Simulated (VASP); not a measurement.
# GaAs (F-43m) in VASP: further runs

Runs on GaAs. Level: PBE. Tasks: single point.

Program: VASP 6.6.1. These are calculated values, not measurements. Logs are shortened: lines on timing, memory, paths and dates and some standing lists are left out, and cuts for length are marked.

### Step 1. The cell of the first run

The structure is cubic, space group F-43m (No. 216). Conventional cell: a = 5.334 Å, b = 5.334 Å, c = 5.334 Å, α = 90.00°, β = 90.00°, γ = 90.00°. Within 3.1 Å of Ga (site symmetry -43m) lie 4 As at 2.31 Å. As (site symmetry -43m) has 4 Ga at 2.31 Å within 3.1 Å.

### Step 2. Single point, PBE (18.97 Å³/atom)

Contents of INCAR:

```
PREC = Accurate ; ENCUT = 500
EDIFF = 1E-6 ; ISMEAR = 0
SIGMA = 0.02 ; LREAL = F
LASPH = T ; NELM = 120
ALGO = Normal ; ISIF = 2
LWAVE = F ; LCHARG = F
GGA = PE ; NBANDS = 16
GGA_COMPAT = F
```

Contents of KPOINTS:

```
regular mesh
0
Gamma
  12 12 12
```

Contents of POSCAR:

```
GaAs
1.0
    0.0000000000      2.6669124071      2.6669124071
    2.6669124071      0.0000000000      2.6669124071
    2.6669124071      2.6669124071      0.0000000000
Ga As
1 1
Direct
    0.0000000000      0.0000000000      0.0000000000
    0.2500000000      0.2500000000      0.2500000000
```

Potentials or basis: VASP PAW PBE potentials, release 64 (Ga_d, As).

Launch:

```
$ cat potpaw_PBE.64/Ga_d/POTCAR potpaw_PBE.64/As/POTCAR > POTCAR
$ mpirun -np 1 vasp_std > vasp.out
```

OUTCAR:

```text
PREC = Accurate
   ENCUT = 500
   EDIFF = 1E-6
   ISMEAR = 0
   LREAL = F
   LASPH = T
   NELM = 120
   ISIF = 2
   GGA = PE

 ion  position               nearest neighbor table
   1  0.000  0.000  0.000-   2 2.31   2 2.31   2 2.31   2 2.31
   2  0.250  0.250  0.250-   1 2.31   1 2.31   1 2.31   1 2.31

  LATTYP: Found a face centered cubic cell.
 ALAT       =     5.3338248142

  Lattice vectors:

 A1 = (   0.0000000000,   2.6669124071,   2.6669124071)
 A2 = (   2.6669124071,   0.0000000000,   2.6669124071)
 A3 = (   2.6669124071,   2.6669124071,   0.0000000000)

Analysis of symmetry for initial positions (statically):
=====================================================================
 Subroutine PRICEL returns:
 Original cell was already a primitive cell.

 Routine SETGRP: Setting up the symmetry group for a
 face centered cubic supercell.

 Subroutine GETGRP returns: Found 24 space group operations
 (whereof 24 operations were pure point group operations)
 out of a pool of 48 trial point group operations.

The static configuration has the point symmetry T_d .

Analysis of symmetry for dynamics (positions and initial velocities):
=====================================================================
 Subroutine PRICEL returns:
 Original cell was already a primitive cell.

 Routine SETGRP: Setting up the symmetry group for a
 face centered cubic supercell.

 Subroutine GETGRP returns: Found 24 space group operations
 (whereof 24 operations were pure point group operations)
 out of a pool of 48 trial point group operations.

The dynamic configuration has the point symmetry T_d .

 Subroutine INISYM returns: Found 24 space group operations
 (whereof 24 operations are pure point group operations),
 and found     1 'primitive' translations

----------------------------------------------------------------------------------------

                                     Primitive cell

  volume of cell :      37.9364

  direct lattice vectors                    reciprocal lattice vectors
     0.000000000  2.666912407  2.666912407    -0.187482723  0.187482723  0.187482723
     2.666912407  0.000000000  2.666912407     0.187482723 -0.187482723  0.187482723
     2.666912407  2.666912407  0.000000000     0.187482723  0.187482723 -0.187482723

  length of vectors
     3.771583696  3.771583696  3.771583696     0.324729602  0.324729602  0.324729602

  position of ions in fractional coordinates (direct lattice)
     0.000000000  0.000000000  0.000000000
     0.250000000  0.250000000  0.250000000

  ion indices of the primitive-cell ions
   primitive index   ion index
                 1           1
                 2           2

----------------------------------------------------------------------------------------

 KPOINTS: regular mesh

Automatic generation of k-mesh.
 Grid dimensions read from file:
 generate k-points for:   12   12   12

 Generating k-lattice:

  Cartesian coordinates                     Fractional coordinates (reciprocal lattice)
    -0.015623560  0.015623560  0.015623560     0.083333333  0.000000000  0.000000000
     0.015623560 -0.015623560  0.015623560     0.000000000  0.083333333  0.000000000
     0.015623560  0.015623560 -0.015623560     0.000000000  0.000000000  0.083333333

  Length of vectors
     0.027060800  0.027060800  0.027060800

  Shift w.r.t. Gamma in fractional coordinates (k-lattice)
     0.000000000  0.000000000  0.000000000

 Subroutine IBZKPT returns following result:
 ===========================================

 Found     72 irreducible k-points:

 Following reciprocal coordinates:
            Coordinates               Weight
  0.000000  0.000000  0.000000      1.000000
  0.083333  0.000000  0.000000      8.000000
  0.166667  0.000000  0.000000      8.000000
  0.250000  0.000000  0.000000      8.000000
  0.333333  0.000000  0.000000      8.000000
  0.416667  0.000000  0.000000      8.000000
[... 16 lines left out ...]
  0.500000  0.166667  0.000000     24.000000
 -0.416667  0.166667  0.000000     24.000000
 [... further k-points ...]
   k-points           NKPTS =     72   k-points in BZ     NKDIM =     72   number of bands    NBANDS=     16
   number of dos      NEDOS =    301   number of ions     NIONS =      2
   total plane-waves  NPLWV =  21952
   dimension x,y,z NGX =    28 NGY =   28 NGZ =   28
   dimension x,y,z NGXF=    56 NGYF=   56 NGZF=   56
   ions per type =               1   1
   NGX,Y,Z   is equivalent  to a cutoff of  12.34, 12.34, 12.34 a.u.
   NGXF,Y,Z  is equivalent  to a cutoff of  24.68, 24.68, 24.68 a.u.
 SYSTEM =  unknown system
   PREC   = accura    normal or accurate (medium, high low for compatibility)
   ISTART =      0    job   : 0-new  1-cont  2-samecut
   ICHARG =      2    charge: 1-file 2-atom 10-const
   ISPIN  =      1    spin polarized calculation?
   LNONCOLLINEAR =      F non collinear calculations
   LSORBIT =      F    spin-orbit coupling
   LASPH  =      T    aspherical Exc in radial PAW
   ENCUT  =  500.0 eV  36.75 Ry    6.06 a.u.   6.88  6.88  6.88*2*pi/ulx,y,z
   NELM   =    120;   NELMIN=  2; NELMDL= -5     # of ELM steps
   EDIFF  = 0.1E-05   stopping-criterion for ELM
   LREAL  =      F    real-space projection
   EDIFFG = 0.1E-04   stopping-criterion for IOM
   NSW    =      0    number of steps for IOM
   IBRION =     -1    ionic relax: 0-MD 1-quasi-New 2-CG
   NFREE  =      0    steps in history (QN), initial steepest desc. (CG)
   ISIF   =      2    stress and relaxation
   ISYM   =      2    0-nonsym 1-usesym 2-fastsym
   POTIM  = 0.5000    time-step for ionic-motion
   TEBEG  =    0.0;   TEEND  =   0.0 temperature during run
   PSTRESS=    0.0 pullay stress
   NELECT =      18.0000    total number of electrons
   NUPDOWN=      -1.0000    fix difference up-down
   EMIN   =  10.00;   EMAX   =-10.00  energy-range for DOS
   EFERMI =   0.00;   METHOD = LEGACY
   ISMEAR =     0;   SIGMA  =   0.02  broadening in eV -4-tet -1-fermi 0-gaus
   EFERMI_NEDOS =   21; number of points for ismear=-14 and -15
   IALGO  =     38    algorithm
   IMIX   =      4    mixing-type and parameters
     AMIX     =   0.40;   BMIX     =  1.00
     AMIX_MAG =   1.60;   BMIX_MAG =  1.00
  volume/ion in A,a.u.               =      18.97       128.00
  Fermi-wavevector in a.u.,A,eV,Ry     =   1.276871  2.412936 22.182922  1.630399
  Thomas-Fermi vector in A             =   2.409502
   LORBIT       =      0    0 simple, 1 ext, 2 COOP (PROOUT), +10 PAW based schemes
   GGA     = PE    functional components
   LHFCALC =     F    Hartree Fock is set to
   AEXX    =    0.0000 exact exchange contribution
   IVDW    =     0    specifies the selected vdW correction
   LEPSILON=     F    determine dielectric tensor
   LRPA    =     F    only Hartree local field effects (RPA)
 non-spin polarized calculation
 Gauss-broadening in eV      SIGMA  =   0.02
  energy-cutoff  :      500.00
  volume of cell :       37.94
 maximum number of plane-waves:       982
   NGX = 13   NGY = 13   NGZ = 13

 number of electron      17.9999984 magnetization

 Free energy of the ion-electron system (eV)
  ---------------------------------------------------
  ext. energy  EPLUGINS =         0.00000000
  ---------------------------------------------------
  free energy    TOTEN  =        -7.71501110 eV

  energy without entropy =       -7.71501110  energy(sigma->0) =       -7.71501110

 E-fermi :   5.8473     XC(G=0): -10.3987

 val. band max:        5.7470113320   @ k =   0.0000   0.0000   0.0000
 cond. band min:       6.8195337461   @ k =   0.5000   0.5000   0.0000
 fundamental gap:      1.0725224140
 Fermi energy:         5.8472951230

 k-point     1 :       0.0000    0.0000    0.0000
  band No.  band energies     occupation
      1      -9.4943      2.00000
      2      -9.4943      2.00000
      3      -9.4943      2.00000
      4      -9.3611      2.00000
      5      -9.3611      2.00000
      6      -8.3923      2.00000
[... 8 lines left out ...]
     15      16.3026      0.00000
     16      16.3026      0.00000

 k-point     2 :       0.0833    0.0000    0.0000
  band No.  band energies     occupation
      1      -9.5115      2.00000
      2      -9.4914      2.00000
      3      -9.4914      2.00000
      4      -9.3614      2.00000
      5      -9.3614      2.00000
      6      -8.2830      2.00000
[... 8 lines left out ...]
     15      15.6276      0.00000
     16      15.6276      0.00000

 k-point     3 :       0.1667    0.0000    0.0000
  band No.  band energies     occupation
      1      -9.5503      2.00000
      2      -9.4838      2.00000
      3      -9.4838      2.00000
      4      -9.3617      2.00000
      5      -9.3617      2.00000
      6      -7.9711      2.00000
[... 8 lines left out ...]
     15      14.9883      0.00000
     16      15.2504      0.00000

 k-point     4 :       0.2500    0.0000    0.0000
  band No.  band energies     occupation
      1      -9.5917      2.00000
      2      -9.4745      2.00000
      3      -9.4745      2.00000
      4      -9.3610      2.00000
      5      -9.3610      2.00000
      6      -7.4898      2.00000
[... 8 lines left out ...]
     15      15.0127      0.00000
     16      15.0170      0.00000

 k-point     5 :       0.3333    0.0000    0.0000
  band No.  band energies     occupation
      1      -9.6257      2.00000
      2      -9.4667      2.00000
      3      -9.4667      2.00000
      4      -9.3586      2.00000
      5      -9.3586      2.00000
      6      -6.8902      2.00000
[... 8 lines left out ...]
     15      15.8247      0.00000
     16      15.8247      0.00000

 k-point     6 :       0.4167    0.0000    0.0000
  band No.  band energies     occupation
      1      -9.6476      2.00000
      2      -9.4622      2.00000
      3      -9.4622      2.00000
      4      -9.3557      2.00000
      5      -9.3557      2.00000
      6      -6.2973      2.00000
[... 8 lines left out ...]
     15      17.2020      0.00000
     16      17.2020      0.00000
[... 267 lines left out ...]
 k-point    21 :       0.3333    0.1667    0.0000
  band No.  band energies     occupation
      1      -9.6261      2.00000
      2      -9.4586      2.00000
      3      -9.4538      2.00000
      4      -9.3783      2.00000
      5      -9.3514      2.00000
      6      -6.9733      2.00000
[... 8 lines left out ...]
     15      17.1499      0.00000
     16      17.2196      0.00000

 k-point    22 :       0.4167    0.1667    0.0000
  band No.  band energies     occupation
      1      -9.6464      2.00000
      2      -9.4552      2.00000
      3      -9.4479      2.00000
      4      -9.3752      2.00000
      5      -9.3506      2.00000
      6      -6.3766      2.00000
[... 8 lines left out ...]
     15      17.7620      0.00000
     16      18.3002      0.00000

 k-point    23 :       0.5000    0.1667    0.0000
  band No.  band energies     occupation
      1      -9.6576      2.00000
      2      -9.4541      2.00000
      3      -9.4459      2.00000
      4      -9.3694      2.00000
      5      -9.3522      2.00000
      6      -5.8661      2.00000
[... 8 lines left out ...]
     15      18.4164      0.00000
     16      18.4794      0.00000

 k-point    24 :      -0.4167    0.1667    0.0000
  band No.  band energies     occupation
      1      -9.6579      2.00000
      2      -9.4545      2.00000
      3      -9.4474      2.00000
      4      -9.3637      2.00000
      5      -9.3568      2.00000
      6      -5.7765      2.00000
[... 8 lines left out ...]
     15      16.6986      0.00000
     16      17.6260      0.00000

 [... further k-points ...]
[... 5 lines left out ...]
  --------------------------------------------------------------------------------------
  -------------------------------------------------------------------------------------
  Total        5.4640216      5.4640216      5.4640216      0.0000000      0.0000000      0.0000000
  in kB      230.7633007    230.7633007    230.7633007      0.0000000      0.0000000      0.0000000
  external PRESSURE =     230.7633007 kB  Pullay stress =       0.0000000 kB

 VOLUME and BASIS-vectors are now :
 -----------------------------------------------------------------------------
  energy-cutoff  :      500.00
  volume of cell :       37.94
      direct lattice vectors                 reciprocal lattice vectors
     0.000000000  2.666912407  2.666912407    -0.187482723  0.187482723  0.187482723
     2.666912407  0.000000000  2.666912407     0.187482723 -0.187482723  0.187482723
     2.666912407  2.666912407  0.000000000     0.187482723  0.187482723 -0.187482723

 POSITION                                       TOTAL-FORCE (eV/Angst)
 -----------------------------------------------------------------------------------
      0.00000      0.00000      0.00000         0.000000      0.000000     -0.000000
      1.33346      1.33346      1.33346        -0.000000     -0.000000      0.000000
 -----------------------------------------------------------------------------------
    total drift:                                0.000001      0.000001      0.000001

  FREE ENERGIE OF THE ION-ELECTRON SYSTEM (eV)
  ---------------------------------------------------
  free  energy   TOTEN  =        -7.7150110990 eV

  energy  without entropy=       -7.7150110990  energy(sigma->0) =       -7.71501110
```

It took 62 s on 1 thread of Intel Xeon 8259CL, shared host; peak memory 0.18 GiB.

Results:

| Quantity | Value |
| --- | --- |
| Free energy | -7.7150 eV |
| Pressure | 23.1 GPa |
| Band gap on the k mesh | 1.07 eV (least direct gap 1.91 eV) |

Caveat: the cell stands under pressure. A k mesh can miss the band edges.

### Step 3. Single point, PBE (19.87 Å³/atom)

This run uses another cell than the first one, of 19.87 Å³/atom.

Contents of INCAR:

```
ALGO = Normal
EDIFF = 1E-6
ENCUT = 500
GGA = PE
GGA_COMPAT = False
ISIF = 2
ISMEAR = 0
LASPH = True
LCHARG = False
LREAL = False
LWAVE = False
NBANDS = 16
NELM = 120
PREC = Accurate
SIGMA = 0.02
```

Contents of KPOINTS:

```
k-points
0
Gamma
  12 12 12
```

Contents of POSCAR:

```
GaAs
1.0
    0.0000000000      2.7085896452      2.7085896452
    2.7085896452      0.0000000000      2.7085896452
    2.7085896452      2.7085896452      0.0000000000
Ga As
1 1
Direct
    0.0000000000      0.0000000000      0.0000000000
    0.2500000000      0.2500000000      0.2500000000
```

Potentials or basis: VASP PAW PBE potentials, release 64 (Ga_d, As).

Launch:

```
$ cat potpaw_PBE.64/Ga_d/POTCAR potpaw_PBE.64/As/POTCAR > POTCAR
$ mpirun -np 1 vasp_std > vasp.out
```

Wall time 59 s (1 thread of Intel Xeon 8259CL, shared host); peak memory 0.19 GiB.

The run converged. Its results:

```
Free energy            : -7.9367 eV
Pressure               : 16.5 GPa
Band gap on the k mesh : 1.18 eV (least direct gap 1.53 eV)
```

Levels at points of the mesh, in eV from the valence-band top:
```tsv
k point	band 5	band 6	band 7	band 8	band 9	band 10	band 11	band 12	band 13	band 14
(0.00, 0.00, 0.00)	-14.98	-13.73	0.00	0.00	0.00	1.53	3.74	3.74	3.74	7.99
(0.50, 0.00, 0.00)	-14.98	-11.53	-7.41	-1.35	-1.35	1.38	4.65	4.65	7.82	11.41
(0.50, 0.50, 0.00)	-14.96	-10.62	-7.47	-3.17	-3.17	1.19	1.54	11.22	11.22	12.23
```

Caveat: the cell stands under pressure.

(Part 1 of 2 ends here.)
